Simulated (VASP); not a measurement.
# Sb (Cmmm) in VASP: single point with PBE

Aim: the single point of Sb with PBE.

All numbers are computed with VASP 6.6.1; they aren't measurements. Logs are shortened: lines on timing, memory, paths and dates and some standing lists are left out, and cuts for length are marked.

## 1. The cell of the first run

The typed cell holds 4 atoms: a = 5.384 Å, b = 5.384 Å, c = 4.398 Å, α = 90.00°, β = 90.00°, γ = 109.50°.

This isn't the form of Sb at room conditions, which is rhombohedral.

## 2. Single point, PBE

Contents of INCAR:

```
ALGO = Normal
EDIFF = 1E-6
ENCUT = 520
GGA = PE
ISIF = 2
ISMEAR = 0
LASPH = T
LCHARG = F
LREAL = F
LWAVE = F
NBANDS = 18
NELM = 60
PREC = Accurate
SIGMA = 0.1
```

Contents of KPOINTS:

```
k-points
0
Gamma
  10 10 10
```

Contents of POSCAR:

```
Sb
1.0
    3.1072072793     -4.3969717825      0.0000000000
    3.1072072793      4.3969717825      0.0000000000
    0.0000000000      0.0000000000      4.3982694066
Sb
4
Direct
    0.1249998112      0.8750001888      0.2499992334
    0.6249998112      0.3750001888      0.2500007666
    0.8750001888      0.1249998112      0.7500007666
    0.3750001888      0.6249998112      0.7499992334
```

Potentials or basis: VASP PAW PBE potentials, release 64 (Sb).

Launch:

```bash
cat potpaw_PBE.64/Sb/POTCAR > POTCAR
mpirun -np 1 vasp_std > vasp.out
```

OUTCAR:

```text
EDIFF = 1E-6
   ENCUT = 520
   GGA = PE
   ISIF = 2
   ISMEAR = 0
   LASPH = T
   LREAL = F
   NELM = 60
   PREC = Accurate

 ion  position               nearest neighbor table
   1  0.125  0.875  0.250-   2 3.11   2 3.11   3 3.11   4 3.11   4 3.11   3 3.11
   2  0.625  0.375  0.250-   1 3.11   1 3.11   4 3.11   3 3.11   3 3.11   4 3.11
   3  0.875  0.125  0.750-   4 3.11   4 3.11   1 3.11   2 3.11   2 3.11   1 3.11
   4  0.375  0.625  0.750-   3 3.11   3 3.11   2 3.11   1 3.11   1 3.11   2 3.11

  LATTYP: Found a base centered orthorhombic cell.
 ALAT       =     6.2144145586
 B/A-ratio  =     1.4150880155
 C/A-ratio  =     0.7077528165

  Lattice vectors:

 A1 = (   3.1072072793,  -4.3969717825,   0.0000000000)
 A2 = (   3.1072072793,   4.3969717825,   0.0000000000)
 A3 = (   0.0000000000,   0.0000000000,   4.3982694066)

Analysis of symmetry for initial positions (statically):
=====================================================================
 Subroutine PRICEL returns following result:

  LATTYP: Found a base centered orthorhombic cell.
 ALAT       =     4.3969784237
 B/A-ratio  =     1.0002936068
 C/A-ratio  =     0.7066687575

  Lattice vectors:

 A1 = (   0.0000000000,   2.1984892118,  -2.1991347033)
 A2 = (   0.0000000000,   2.1984892118,   2.1991347033)
 A3 = (   3.1072072793,  -0.0000066412,  -0.0000000000)

   4 primitive cells build up your supercell.

 Routine SETGRP: Setting up the symmetry group for a
 base centered orthorhombic supercell.

 Subroutine GETGRP returns: Found  8 space group operations
 (whereof  4 operations were pure point group operations)
 out of a pool of  8 trial point group operations.

The static configuration has the point symmetry C_2h.
 The point group associated with its full space group is D_2h.

Analysis of symmetry for dynamics (positions and initial velocities):
=====================================================================
 Subroutine PRICEL returns following result:

  LATTYP: Found a base centered orthorhombic cell.
 ALAT       =     4.3969784237
 B/A-ratio  =     1.0002936068
 C/A-ratio  =     0.7066687575

  Lattice vectors:

 A1 = (   0.0000000000,   2.1984892118,  -2.1991347033)
[... 106 lines left out ...]
   LNONCOLLINEAR =      F non collinear calculations
   LSORBIT =      F    spin-orbit coupling
   LASPH  =      T    aspherical Exc in radial PAW
   ENCUT  =  520.0 eV  38.22 Ry    6.18 a.u.  10.01 10.01  8.18*2*pi/ulx,y,z
   NELM   =     60;   NELMIN=  2; NELMDL= -5     # of ELM steps
   EDIFF  = 0.1E-05   stopping-criterion for ELM
   LREAL  =      F    real-space projection
   EDIFFG = 0.1E-04   stopping-criterion for IOM
   NSW    =      0    number of steps for IOM
   IBRION =     -1    ionic relax: 0-MD 1-quasi-New 2-CG
   NFREE  =      0    steps in history (QN), initial steepest desc. (CG)
   ISIF   =      2    stress and relaxation
   ISYM   =      2    0-nonsym 1-usesym 2-fastsym
   POTIM  = 0.5000    time-step for ionic-motion
   TEBEG  =    0.0;   TEEND  =   0.0 temperature during run
   PSTRESS=    0.0 pullay stress
   NELECT =      20.0000    total number of electrons
   NUPDOWN=      -1.0000    fix difference up-down
   EMIN   =  10.00;   EMAX   =-10.00  energy-range for DOS
   EFERMI =   0.00;   METHOD = LEGACY
   ISMEAR =     0;   SIGMA  =   0.10  broadening in eV -4-tet -1-fermi 0-gaus
   EFERMI_NEDOS =   21; number of points for ismear=-14 and -15
   IALGO  =     38    algorithm
   IMIX   =      4    mixing-type and parameters
     AMIX     =   0.40;   BMIX     =  1.00
     AMIX_MAG =   1.60;   BMIX_MAG =  1.00
  volume/ion in A,a.u.               =      30.05       202.76
  Fermi-wavevector in a.u.,A,eV,Ry     =   0.900478  1.701656 11.032419  0.810860
  Thomas-Fermi vector in A             =   2.023440
   LORBIT       =      0    0 simple, 1 ext, 2 COOP (PROOUT), +10 PAW based schemes
   GGA     = PE    functional components
   LHFCALC =     F    Hartree Fock is set to
   AEXX    =    0.0000 exact exchange contribution
   IVDW    =     0    specifies the selected vdW correction
   LEPSILON=     F    determine dielectric tensor
   LRPA    =     F    only Hartree local field effects (RPA)
 non-spin polarized calculation
 Gauss-broadening in eV      SIGMA  =   0.10
  energy-cutoff  :      520.00
  volume of cell :      120.18
 maximum number of plane-waves:      3284
   NGX = 21   NGY = 21   NGZ = 17

 number of electron      19.9999998 magnetization

 Free energy of the ion-electron system (eV)
  ---------------------------------------------------
  ext. energy  EPLUGINS =         0.00000000
  ---------------------------------------------------
  free energy    TOTEN  =       -16.37730174 eV

  energy without entropy =      -16.36813584  energy(sigma->0) =      -16.37271879

 E-fermi :   7.0449     XC(G=0):  -9.5934

 val. band max:        7.0441233261   @ k =   0.5000   0.4000   0.1000
 cond. band min:       7.0458692439   @ k =  -0.2000   0.2000   0.0000
 fundamental gap:      0.0017459178
 Fermi energy:         7.0448992587

 k-point     1 :       0.0000    0.0000    0.0000
  band No.  band energies     occupation
      1      -5.2861      2.00000
      2      -1.0984      2.00000
      3      -1.0984      2.00000
      4      -0.3620      2.00000
      5       3.1207      2.00000
      6       3.1207      2.00000
[... 481 lines left out ...]
      5       3.0674      2.00000
      6       4.9380      2.00000
[... 10 lines left out ...]
     17      11.6250      0.00000
     18      13.0088      0.00000

 [... further k-points ...]

------------------------ aborting loop because EDIFF is reached ----------------------------------------

  FORCE on cell =-STRESS in cart. coord.  units (eV):
  Direction    XX          YY          ZZ          XY          YZ          ZX
  --------------------------------------------------------------------------------------
  -------------------------------------------------------------------------------------
  Total       -0.0160309     -0.0201489     -0.0214137      0.0000000      0.0000000      0.0000000
  in kB       -0.2137140     -0.2686121     -0.2854736      0.0000000      0.0000000      0.0000000
  external PRESSURE =      -0.2559333 kB  Pullay stress =       0.0000000 kB

 VOLUME and BASIS-vectors are now :
 -----------------------------------------------------------------------------
  energy-cutoff  :      520.00
  volume of cell :      120.18
      direct lattice vectors                 reciprocal lattice vectors
     3.107207279 -4.396971782  0.000000000     0.160916204 -0.113714626  0.000000000
     3.107207279  4.396971782  0.000000000     0.160916204  0.113714626  0.000000000
     0.000000000  0.000000000  4.398269407     0.000000000  0.000000000  0.227362153

 POSITION                                       TOTAL-FORCE (eV/Angst)
 -----------------------------------------------------------------------------------
      3.10721      3.29773      1.09956        -0.000000      0.000000      0.000000
      3.10721     -1.09924      1.09957        -0.000000     -0.000000     -0.000000
      3.10721     -3.29773      3.29871        -0.000000     -0.000000      0.000000
      3.10721      1.09924      3.29870         0.000000      0.000000      0.000000
 -----------------------------------------------------------------------------------
    total drift:                               -0.000000      0.000994     -0.001385

  FREE ENERGIE OF THE ION-ELECTRON SYSTEM (eV)
  ---------------------------------------------------
  free  energy   TOTEN  =       -16.3773017406 eV

  energy  without entropy=      -16.3681358418  energy(sigma->0) =      -16.37271879
```

It took 6.6 min on 1 thread of AMD EPYC 7R13, shared host; peak memory 0.41 GiB.

What came out:

```yaml
Free_energy: -16.3773 eV
Pressure: 0.0 GPa
Band_gap_on_the_k_mesh: zero (bands 10 and 11 overlap by 1.98 eV)
```

Levels at points of the mesh, in eV from the Fermi level:
| k point | band 8 | band 9 | band 10 | band 11 | band 12 | band 13 |
| --- | --- | --- | --- | --- | --- | --- |
| (0.00, 0.00, 0.00) | -3.50 | 0.64 | 0.64 | 1.51 | 1.51 | 2.21 |
| (0.50, 0.00, 0.00) | -1.80 | -1.53 | -1.53 | 1.47 | 1.47 | 1.95 |
| (0.50, 0.50, 0.00) | -1.60 | -1.34 | -1.34 | -0.91 | -0.91 | 4.84 |
| (0.00, 0.00, 0.50) | -3.50 | -1.34 | -1.34 | -0.91 | -0.91 | 2.21 |
| (0.50, 0.00, 0.50) | -3.39 | -0.06 | -0.06 | -0.06 | -0.06 | 3.59 |
| (0.50, 0.50, 0.50) | -3.92 | 0.64 | 0.64 | 1.51 | 1.51 | 5.22 |

Caveat: spin-orbit coupling is left out, which moves the levels of the heavy elements.
